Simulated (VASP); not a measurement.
**Cr: single point with PBE**

Cr:

```
CELL_PARAMETERS angstrom
-1.56646 1.56646 1.22184
1.56646 -1.56646 1.22184
1.56646 1.56646 -1.22184
ATOMIC_POSITIONS crystal
Cr 0.00000 0.00000 0.00000
```

This cell differs from its parent crystal: ratio of the length along z to the lengths across it x 0.78, volume and fractional coordinates fixed.

```json
{
  "Program": "VASP 6.6.1",
  "Task": "single point",
  "Functional": "PBE",
  "Potentials or basis": "VASP PAW PBE potentials, release 64 (Cr_pv)",
  "Cutoff": "520 eV",
  "k mesh": "26 × 26 × 26",
  "Occupations": "gaussian, width 0.15 eV",
  "Spin": "no spin polarisation",
  "Dipole correction": "no",
  "Further INCAR settings": "ALGO = Fast; EDIFF = 1e-06; NBANDS = 12"
}
```

| Quantity | Value |
| --- | --- |
| Pressure | -1.9 GPa |
| Band gap on the k mesh | zero (band 6 reaches 12.88 eV, above the bottom of band 7 at 9.31 eV) |

Stress tensor (GPa, compression positive):
```
-11.73   0.00   0.00
  0.00 -11.73   0.00
  0.00   0.00  17.62
```

Levels at points of the mesh, in eV from the Fermi level:
| k point | band 3 | band 4 | band 5 | band 6 | band 7 | band 8 | band 9 | band 10 |
| --- | --- | --- | --- | --- | --- | --- | --- | --- |
| (0.00, 0.00, 0.00) | -42.42 | -7.67 | -1.97 | -0.40 | 0.35 | 0.35 | 1.83 | 7.27 |
| (0.50, 0.00, 0.00) | -42.78 | -4.17 | -2.83 | 0.90 | 2.20 | 2.51 | 2.72 | 7.26 |
| (0.50, 0.50, 0.00) | -42.56 | -4.09 | -0.47 | -0.34 | -0.28 | 0.84 | 2.70 | 7.25 |
| (0.50, 0.50, 0.50) | -42.72 | -4.33 | -3.70 | 2.45 | 2.45 | 2.66 | 7.26 | 7.50 |

Run time: 3.2 min on 1 thread of AMD EPYC 7R43 64-Core Processor (Zen 3), with other jobs on the host, peak memory 0.25 GiB.

Caveat: the run has no spin polarisation, though such a crystal can be magnetic. Spin polarisation is off, so any magnetic state and its effect on volume and gap are missing.
